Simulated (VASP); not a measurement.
Wanted: the native input for a VASP 6.6.1 run.

```
Task                   : relaxation of cell and atoms
Functional             : PBE
Potentials or basis    : VASP PAW PBE potentials, release 64 (Sb)
Cutoff                 : 600 eV
k mesh                 : 18 × 18 × 16
Occupations            : fermi-dirac, width 0.1 eV
Spin                   : no spin polarisation
Target pressure        : 370 GPa
Dipole correction      : no
Further INCAR settings : ALGO = Normal; EDIFF = 1e-07; IBRION = 2; EDIFFG = -0.005; NSW = 32; ISIF = 3
```

The structure of Sb lies in POSCAR:

```
Sb
1.0
    2.4550816757      0.0000000000      0.0000000000
   -1.2275408378      2.1261630995      0.0000000000
    0.0000000000      0.0000000000      2.3018721286
Sb
1
Direct
    0.0000000000      0.0000000000      0.0000000000
```

This isn't the form of Sb at room conditions, which is rhombohedral.

These files were run (other wordings do the same):

INCAR

```
PREC     = Accurate       # precision mode
ENCUT    = 600            # plane-wave cutoff, eV
EDIFF    = 1E-7           # SCF threshold, eV
ISMEAR   = -1             # smearing method
SIGMA    = 0.1            # smearing width, eV
LREAL    = False          # projectors in reciprocal space
LASPH    = True           # aspherical terms in the spheres
NELM     = 80             # most SCF steps
ALGO     = Normal         # electronic algorithm
ISIF     = 3              # what is computed and relaxed
LWAVE    = False          # write WAVECAR
LCHARG   = False          # write CHGCAR
GGA      = PE             # functional
IBRION   = 2              # ionic algorithm
NSW      = 32             # ionic steps
EDIFFG   = -0.005         # ionic threshold
PSTRESS  = 3700.0
```

KPOINTS

```
Automatic mesh
0
Gamma
  18 18 16
```

Potentials or basis: VASP PAW PBE potentials, release 64 (Sb).

Launch:

```bash
$ cat potpaw_PBE.64/Sb/POTCAR > POTCAR
$ mpirun -np 1 vasp_std > vasp.out
```

Results of the run:

```yaml
Relaxed_volume: 12.11 Å³/atom
Relaxed_cell: a = 2.464 Å, b = 2.464 Å, c = 2.304 Å, α = 90.00°, β = 90.00°, γ = 120.00°
Space_group_after_relaxing_to_0.1_Å: P6/mmm (No. 191)
Energy_change_on_relaxing_the_run_minimises_the_enthalpy: -223.7 meV/atom
Ionic_steps: 6
Pressure_after_relaxing: 370.0 GPa
Band_gap_on_the_k_mesh: zero (an odd number of electrons rules out a gap without spin polarisation)
```

Caveat: the cell is relaxed towards a set pressure, so the run minimises the enthalpy, not the energy; spin-orbit coupling is left out, which moves the levels of the heavy elements.

Run time: 110 s on 1 thread of Intel(R) Xeon(R) Platinum 8375C CPU @ 2.90GHz (Ice Lake), on a shared host, peak memory 0.15 GiB.
